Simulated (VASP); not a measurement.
# NaCl (Pm-3m) in VASP: further runs

The runs below take NaCl through density of states, vibrations by perturbation theory, with LDA.

Program: VASP 6.6.1. These are calculated values, not measurements. Logs are shortened: lines on timing, memory, paths and dates and some standing lists are left out, and cuts for length are marked.

### 1 The cell of the first run

Symmetry: Pm-3m, No. 221, cubic system. Conventional cell: a = 3.406 Å, b = 3.406 Å, c = 3.406 Å, α = 90.00°, β = 90.00°, γ = 90.00°. Within 3.9 Å of Cl (site symmetry m-3m) lie 8 Na at 2.95 Å and 6 Cl at 3.41 Å. Within 3.9 Å of Na (site symmetry m-3m) lie 8 Cl at 2.95 Å and 6 Na at 3.41 Å.

### 2 Density of states, LDA (volume scaled by 0.92)

POSCAR reads:

```
NaCl
1.0
    3.4061908600      0.0000000000      0.0000000000
    0.0000000000      3.4061908600      0.0000000000
    0.0000000000      0.0000000000      3.4061908600
Cl Na
1 1
Direct
    0.5000000000      0.5000000000      0.5000000000
    0.0000000000      0.0000000000      0.0000000000
```

INCAR.step1 reads:

```
PREC = Accurate
ENCUT = 520
EDIFF = 1E-6
ISMEAR = 0
SIGMA = 0.01
LREAL = False
LASPH = True
NELM = 60
ALGO = Normal
ISIF = 2
LWAVE = False
LCHARG = True
GGA = CA
NBANDS = 14
```

KPOINTS.step1 reads:

```
regular mesh
0
Gamma
  8 8 8
```

INCAR.step2 reads:

```
PREC = Accurate
ENCUT = 520
EDIFF = 1E-6
ISMEAR = -5
SIGMA = 0.01
LREAL = False
LASPH = True
NELM = 60
ALGO = Normal
ISIF = 2
LWAVE = False
LCHARG = False
GGA = CA
LORBIT = 11
NBANDS = 14
NEDOS = 2001
ICHARG = 11
```

KPOINTS.step2 reads:

```
regular mesh
0
Gamma
  12 12 12
```

Potentials or basis: VASP PAW LDA potentials, release 64 (Cl, Na_pv).

Started as:

```bash
cat potpaw_LDA.64/Cl/POTCAR potpaw_LDA.64/Na_pv/POTCAR > POTCAR
cp INCAR.step1 INCAR
cp KPOINTS.step1 KPOINTS
mpirun -np 1 vasp_std > vasp.out
cp INCAR.step2 INCAR
cp KPOINTS.step2 KPOINTS
mpirun -np 1 vasp_std > vasp.out
```

OUTCAR:

```text
PREC = Accurate
   ENCUT = 520
   EDIFF = 1E-6
   ISMEAR = -5
   LREAL = False
   LASPH = True
   NELM = 60
   ISIF = 2
   GGA = CA
   LORBIT = 11
   ICHARG = 11

 ion  position               nearest neighbor table
   1  0.500  0.500  0.500-
   2  0.000  0.000  0.000-

  LATTYP: Found a simple cubic cell.
 ALAT       =     3.4061908600

  Lattice vectors:

 A1 = (   3.4061908600,   0.0000000000,   0.0000000000)
 A2 = (   0.0000000000,   3.4061908600,   0.0000000000)
 A3 = (   0.0000000000,   0.0000000000,   3.4061908600)

Analysis of symmetry for initial positions (statically):
=====================================================================
 Subroutine PRICEL returns:
 Original cell was already a primitive cell.

 Routine SETGRP: Setting up the symmetry group for a
 simple cubic supercell.

 Subroutine GETGRP returns: Found 48 space group operations
 (whereof 48 operations were pure point group operations)
 out of a pool of 48 trial point group operations.

The static configuration has the point symmetry O_h .

Analysis of symmetry for dynamics (positions and initial velocities):
=====================================================================
 Subroutine PRICEL returns:
 Original cell was already a primitive cell.

 Routine SETGRP: Setting up the symmetry group for a
 simple cubic supercell.

 Subroutine GETGRP returns: Found 48 space group operations
 (whereof 48 operations were pure point group operations)
 out of a pool of 48 trial point group operations.

The dynamic configuration has the point symmetry O_h .

 Subroutine INISYM returns: Found 48 space group operations
 (whereof 48 operations are pure point group operations),
 and found     1 'primitive' translations

----------------------------------------------------------------------------------------

                                     Primitive cell

  volume of cell :      39.5191

  direct lattice vectors                    reciprocal lattice vectors
     3.406190860  0.000000000  0.000000000     0.293583079  0.000000000  0.000000000
     0.000000000  3.406190860  0.000000000     0.000000000  0.293583079  0.000000000
     0.000000000  0.000000000  3.406190860     0.000000000  0.000000000  0.293583079

  length of vectors
[... 98 lines left out ...]
   EFERMI =   0.00;   METHOD = LEGACY
   ISMEAR =    -5;   SIGMA  =   0.01  broadening in eV -4-tet -1-fermi 0-gaus
   EFERMI_NEDOS =   21; number of points for ismear=-14 and -15
   IALGO  =     38    algorithm
   IMIX   =      4    mixing-type and parameters
     AMIX     =   0.40;   BMIX     =  1.00
     AMIX_MAG =   1.60;   BMIX_MAG =  1.00
  volume/ion in A,a.u.               =      19.76       133.34
  Fermi-wavevector in a.u.,A,eV,Ry     =   1.158373  2.189008 18.256687  1.341829
  Thomas-Fermi vector in A             =   2.294976
   LORBIT       =     11    0 simple, 1 ext, 2 COOP (PROOUT), +10 PAW based schemes
   GGA     = CA    functional components
   LHFCALC =     F    Hartree Fock is set to
   AEXX    =    0.0000 exact exchange contribution
   IVDW    =     0    specifies the selected vdW correction
   LEPSILON=     F    determine dielectric tensor
   LRPA    =     F    only Hartree local field effects (RPA)
 non-spin polarized calculation
 Fermi weights with tetrahedron method with Bloechl corrections
  energy-cutoff  :      520.00
  volume of cell :       39.52
 maximum number of plane-waves:      1081
 NGX is ok and might be reduce to    28

 number of electron      14.0000009 magnetization

 Free energy of the ion-electron system (eV)
  ---------------------------------------------------
  ext. energy  EPLUGINS =         0.00000000
  ---------------------------------------------------
  free energy    TOTEN  =        -7.11840335 eV

  energy without entropy =       -7.11840335  energy(sigma->0) =       -7.11840335

 E-fermi :   0.8404     XC(G=0):  -9.3253

 val. band max:        0.8291196352   @ k =   0.5000   0.5000   0.0000
 cond. band min:       4.7188823392   @ k =   0.0000   0.0000   0.0000
 fundamental gap:      3.8897627040
 Fermi energy:         0.8403888288

 k-point     1 :       0.0000    0.0000    0.0000
  band No.  band energies     occupation
      1     -21.1160      2.00000
      2     -21.1160      2.00000
      3     -21.1160      2.00000
      4     -12.7977      2.00000
      5       0.2464      2.00000
      6       0.2464      2.00000
      7       0.2464      2.00000
      8       4.7189      0.00000
      9       9.0030      0.00000
     10       9.0030      0.00000
     11      16.8822      0.00000
     12      16.8844      0.00000
     13      16.8851      0.00000
     14      16.9510      0.00000
[... 377 lines left out ...]
      1     -21.1620      2.00000
      2     -21.1498      2.00000
      3     -21.1073      2.00000
      4     -12.1134      2.00000
      5      -1.9232      2.00000
      6      -1.3801      2.00000
      7       0.7262      2.00000
      8       6.9068      0.00000
      9       9.5131      0.00000
     10      11.8259      0.00000
     11      12.6460      0.00000
     12      13.2826      0.00000
     13      13.9539      0.00000
     14      17.6468      0.00000

 [... further k-points ...]

------------------------ aborting loop because EDIFF is reached ----------------------------------------

  FORCE on cell =-STRESS in cart. coord.  units (eV):
  Direction    XX          YY          ZZ          XY          YZ          ZX
  --------------------------------------------------------------------------------------
  -------------------------------------------------------------------------------------
  Total       -0.2742483     -0.2742483     -0.2742483     -0.0000000      0.0000000     -0.0000000
  in kB      -11.1185340    -11.1185340    -11.1185340     -0.0000000      0.0000000     -0.0000000
  external PRESSURE =     -11.1185340 kB  Pullay stress =       0.0000000 kB

 VOLUME and BASIS-vectors are now :
 -----------------------------------------------------------------------------
  energy-cutoff  :      520.00
  volume of cell :       39.52
      direct lattice vectors                 reciprocal lattice vectors
     3.406190860  0.000000000  0.000000000     0.293583079  0.000000000  0.000000000
     0.000000000  3.406190860  0.000000000     0.000000000  0.293583079  0.000000000
     0.000000000  0.000000000  3.406190860     0.000000000  0.000000000  0.293583079

 POSITION                                       TOTAL-FORCE (eV/Angst)
 -----------------------------------------------------------------------------------
      1.70310      1.70310      1.70310         0.000000      0.000000      0.000000
      0.00000      0.00000      0.00000         0.000000      0.000000      0.000000
 -----------------------------------------------------------------------------------
    total drift:                               -0.000000      0.000000      0.000000

  FREE ENERGIE OF THE ION-ELECTRON SYSTEM (eV)
  ---------------------------------------------------
  free  energy   TOTEN  =        -7.1184033508 eV

  energy  without entropy=       -7.1184033508  energy(sigma->0) =       -7.11840335

 total charge

# of ion       s       p       d       tot
------------------------------------------
    1        1.589   3.543   0.000   5.132
    2        0.042   5.974   0.000   6.016
--------------------------------------------------
tot          1.631   9.517   0.000  11.148
```

OSZICAR.step1:

```text
N       E                     dE             d eps       ncg     rms          rms(c)
DAV:   1     0.968497010504E+02    0.96850E+02   -0.70863E+03   986   0.102E+03
DAV:   2    -0.222967110108E-01   -0.96872E+02   -0.88589E+02  1138   0.267E+02
DAV:   3    -0.724385818987E+01   -0.72216E+01   -0.71802E+01  1238   0.679E+01
DAV:   4    -0.734584204203E+01   -0.10198E+00   -0.10196E+00  1118   0.870E+00
DAV:   5    -0.734786198520E+01   -0.20199E-02   -0.20199E-02  1330   0.124E+00    0.237E+00
DAV:   6    -0.715422834355E+01    0.19363E+00   -0.24417E-01  1256   0.349E+00    0.164E+00
DAV:   7    -0.712295909371E+01    0.31269E-01   -0.65064E-02  1372   0.165E+00    0.107E+00
DAV:   8    -0.711875810533E+01    0.42010E-02   -0.95925E-03  1178   0.848E-01    0.449E-01
DAV:   9    -0.711838732078E+01    0.37078E-03   -0.66945E-04  1124   0.176E-01    0.172E-01
DAV:  10    -0.711837191666E+01    0.15404E-04   -0.95903E-05  1214   0.719E-02    0.601E-03
DAV:  11    -0.711837213008E+01   -0.21342E-06   -0.26203E-06  1130   0.171E-02
   1 F= -.71183721E+01 E0= -.71183721E+01  d E =-.365514E-88
```

Wall time 33 s (1 thread of Intel Xeon Platinum 8259CL at 2.50GHz (Skylake/Cascade Lake), shared host); peak memory 0.16 GiB.

Results:

```yaml
Valence_electrons_inside_the_program's_atomic_spheres: Cl 5.13; Na 6.02
```

Caveat: the cell differs from its parent crystal (volume scaled by 0.92).

### 3 Vibrations by perturbation theory, LDA

This run uses another cell than the first one, of 21.48 Å³/atom, 1.087 times its volume.

INCAR reads:

```
ALGO     = Normal         # electronic algorithm
EDIFF    = 1E-8           # SCF threshold, eV
ENCUT    = 520            # plane-wave cutoff, eV
IBRION   = 8              # ionic algorithm
ISIF     = 2              # what is computed and relaxed
ISMEAR   = -1             # smearing method
LASPH    = True           # aspherical terms in the spheres
LCHARG   = False          # write CHGCAR
LREAL    = False          # projectors in reciprocal space
LWAVE    = False          # write WAVECAR
NELM     = 60             # most SCF steps
NSW      = 1              # ionic steps
PREC     = Accurate       # precision mode
SIGMA    = 0.05           # smearing width, eV
```

KPOINTS reads:

```
k-points
0
Gamma
  6 6 6
```

POSCAR reads:

```
NaCl
1.0
    3.5021900000      0.0000000000      0.0000000000
    0.0000000000      3.5021900000      0.0000000000
    0.0000000000      0.0000000000      3.5021900000
Cl Na
1 1
Direct
    0.5000000000      0.5000000000      0.5000000000
    0.0000000000      0.0000000000      0.0000000000
```

Potentials or basis: VASP PAW LDA potentials, release 64 (Cl, Na_pv).

Started as:

```bash
cat potpaw_LDA.64/Cl/POTCAR potpaw_LDA.64/Na_pv/POTCAR > POTCAR
mpirun -np 1 vasp_std > vasp.out
```

OUTCAR:

```text
EDIFF = 1E-8
   ENCUT = 520
   IBRION = 8
   ISIF = 2
   ISMEAR = -1
   LASPH = True
   LREAL = False
   NELM = 60
   NSW = 1
   PREC = Accurate

 ion  position               nearest neighbor table
   1  0.500  0.500  0.500-
   2  0.000  0.000  0.000-

  LATTYP: Found a simple cubic cell.
 ALAT       =     3.5021900000

  Lattice vectors:

 A1 = (   3.5021900000,   0.0000000000,   0.0000000000)
 A2 = (   0.0000000000,   3.5021900000,   0.0000000000)
 A3 = (   0.0000000000,   0.0000000000,   3.5021900000)

Analysis of symmetry for initial positions (statically):
=====================================================================
 Subroutine PRICEL returns:
 Original cell was already a primitive cell.

 Routine SETGRP: Setting up the symmetry group for a
 simple cubic supercell.

 Subroutine GETGRP returns: Found 48 space group operations
 (whereof 48 operations were pure point group operations)
 out of a pool of 48 trial point group operations.

The static configuration has the point symmetry O_h .

Analysis of symmetry for dynamics (positions and initial velocities):
=====================================================================
 Subroutine PRICEL returns:
 Original cell was already a primitive cell.

 Routine SETGRP: Setting up the symmetry group for a
 simple cubic supercell.

 Subroutine GETGRP returns: Found 48 space group operations
 (whereof 48 operations were pure point group operations)
 out of a pool of 48 trial point group operations.

The dynamic configuration has the point symmetry O_h .

 Subroutine INISYM returns: Found 48 space group operations
 (whereof 48 operations are pure point group operations),
 and found     1 'primitive' translations

----------------------------------------------------------------------------------------

                                     Primitive cell

  volume of cell :      42.9555

  direct lattice vectors                    reciprocal lattice vectors
     3.502190000  0.000000000  0.000000000     0.285535622  0.000000000  0.000000000
     0.000000000  3.502190000  0.000000000     0.000000000  0.285535622  0.000000000
     0.000000000  0.000000000  3.502190000     0.000000000  0.000000000  0.285535622

  length of vectors
     3.502190000  3.502190000  3.502190000     0.285535622  0.285535622  0.285535622

  position of ions in fractional coordinates (direct lattice)
     0.500000000  0.500000000  0.500000000
     0.000000000  0.000000000  0.000000000

  ion indices of the primitive-cell ions
   primitive index   ion index
                 1           1
                 2           2

[... 127 lines left out ...]
      3     -21.7887      2.00000
      4     -13.0993      2.00000
      5      -0.2958      2.00000
      6      -0.2958      2.00000
      7      -0.2958      2.00000
      8       3.8202      0.00000
      9       8.4907      0.00000
     10       8.4907      0.00000
     11      15.4821      0.00000
[... 254 lines left out ...]
  band No.  band energies     occupation
      1     -21.8168      2.00000
      2     -21.8168      2.00000
      3     -21.8168      2.00000
      4     -12.1698      2.00000
      5      -1.6861      2.00000
      6      -1.6861      2.00000
      7      -1.6861      2.00000
      8       6.9910      0.00000
      9       6.9910      0.00000
     10       6.9910      0.00000
     11      11.5003      0.00000

------------------------ aborting loop because EDIFF is reached ----------------------------------------

  FORCE on cell =-STRESS in cart. coord.  units (eV):
  Direction    XX          YY          ZZ          XY          YZ          ZX
  --------------------------------------------------------------------------------------
  -------------------------------------------------------------------------------------
  Total       -0.8357319     -0.8357319     -0.8357319     -0.0000000     -0.0000000     -0.0000000
  in kB      -31.1715522    -31.1715522    -31.1715522     -0.0000000     -0.0000000     -0.0000000
  external PRESSURE =     -31.1715522 kB  Pullay stress =       0.0000000 kB

 VOLUME and BASIS-vectors are now :
 -----------------------------------------------------------------------------
  energy-cutoff  :      520.00
  volume of cell :       42.96
      direct lattice vectors                 reciprocal lattice vectors
     3.502190000  0.000000000  0.000000000     0.285535622  0.000000000  0.000000000
     0.000000000  3.502190000  0.000000000     0.000000000  0.285535622  0.000000000
     0.000000000  0.000000000  3.502190000     0.000000000  0.000000000  0.285535622

 POSITION                                       TOTAL-FORCE (eV/Angst)
 -----------------------------------------------------------------------------------
      1.75110      1.75110      1.75110         0.000000      0.000000      0.000000
      0.00000      0.00000      0.00000         0.000000      0.000000      0.000000
 -----------------------------------------------------------------------------------
    total drift:                               -0.000000      0.000000      0.000000

  FREE ENERGIE OF THE ION-ELECTRON SYSTEM (eV)
  ---------------------------------------------------
  free  energy   TOTEN  =        -7.0718785732 eV

  energy  without entropy=       -7.0718785732  energy(sigma->0) =       -7.07187857

[... ionic steps 2 to 3 ...]

--------------------------------------- Ionic step        4  -------------------------------------------

------------------------ aborting loop because EDIFF is reached ----------------------------------------

[... ionic steps 5 to 6 ...]

--------------------------------------- Ionic step        7  -------------------------------------------

 Free energy of the ion-electron system (eV)
  ---------------------------------------------------
  ---------------------------------------------------
  free energy    TOTEN  =        -0.16161932 eV

  energy without entropy =       -0.16161932

------------------------ aborting loop because EDIFF is reached ----------------------------------------

 INTERNAL STRAIN TENSOR  FOR ION    2  DIRECTION 1   (eV/Angst):
 -----------------------------------------------------------------------------
     0.00216  0.00000 -0.00000
     0.00000 -0.00059 -0.00000
     0.00000 -0.00000 -0.00059

 INTERNAL STRAIN TENSOR FOR ION    2 for displacements in x,y,z  (eV/Angst):
          X           Y           Z          XY          YZ          ZX
  --------------------------------------------------------------------------------
  x     0.00000     0.00000     0.00000     0.00000     0.00000     0.00000
  y     0.00000     0.00000     0.00000     0.00000     0.00000     0.00000
  z     0.00000     0.00000     0.00000     0.00000     0.00000     0.00000

 SECOND DERIVATIVES (NOT SYMMETRIZED)
 ------------------------------------
               1X          1Y          1Z          2X          2Y          2Z
  1X    -0.114584   -0.000000    0.000000    0.114584    0.000000    0.000000
  1Y    -0.000000   -0.114584    0.000000    0.000000    0.114584   -0.000000
  1Z     0.000000    0.000000   -0.114584   -0.000000    0.000000    0.114584
  2X     0.114870    0.000000    0.000000   -0.114870   -0.000000   -0.000000
  2Y     0.000000    0.114870    0.000000   -0.000000   -0.114870   -0.000000
  2Z     0.000000    0.000000    0.114870   -0.000000   -0.000000   -0.114870

 Eigenvectors and eigenvalues of the dynamical matrix
 ----------------------------------------------------

   1 f  =    1.418115 THz     8.910280 2PiTHz   47.303230 cm-1     5.864850 meV
             X         Y         Z           dx          dy          dz
      1.751095  1.751095  1.751095    -0.626723    0.000000    0.000000
      0.000000  0.000000  0.000000     0.779242   -0.000000    0.000000
[... 21 lines left out ...]
   6 f/i=    0.000861 THz     0.005412 2PiTHz    0.028731 cm-1     0.003562 meV
             X         Y         Z           dx          dy          dz
      1.751095  1.751095  1.751095    -0.779242    0.000000   -0.000000
      0.000000  0.000000  0.000000    -0.626723   -0.000000    0.000000

--------------------------------------------------------------------------------------------------------

 ELASTIC MODULI CONTR FROM IONIC RELAXATION (kBar)
 Direction    XX          YY          ZZ          XY          YZ          ZX
 --------------------------------------------------------------------------------
 XX           0.0000      0.0000      0.0000      0.0000      0.0000      0.0000
 YY           0.0000      0.0000      0.0000      0.0000      0.0000      0.0000
 ZZ           0.0000      0.0000      0.0000      0.0000      0.0000      0.0000
 XY           0.0000      0.0000      0.0000      0.0000      0.0000      0.0000
 YZ           0.0000      0.0000      0.0000      0.0000      0.0000      0.0000
 ZX           0.0000      0.0000      0.0000      0.0000      0.0000      0.0000
 --------------------------------------------------------------------------------
```

Wall time 44 s (1 thread of Intel Xeon Platinum 8259CL at 2.50GHz (Skylake/Cascade Lake), shared host); peak memory 0.18 GiB.

What came out:

```
Highest phonon frequency at Γ, LO-TO splitting left out : 47 cm⁻¹
```

Phonon frequencies in cm⁻¹ (negative: imaginary):
```tsv
q point	frequencies
(0.000, 0.000, 0.000)	0 0 0 47 47 47
```

Caveat: the cell wasn't relaxed at this level first, which shifts response properties.
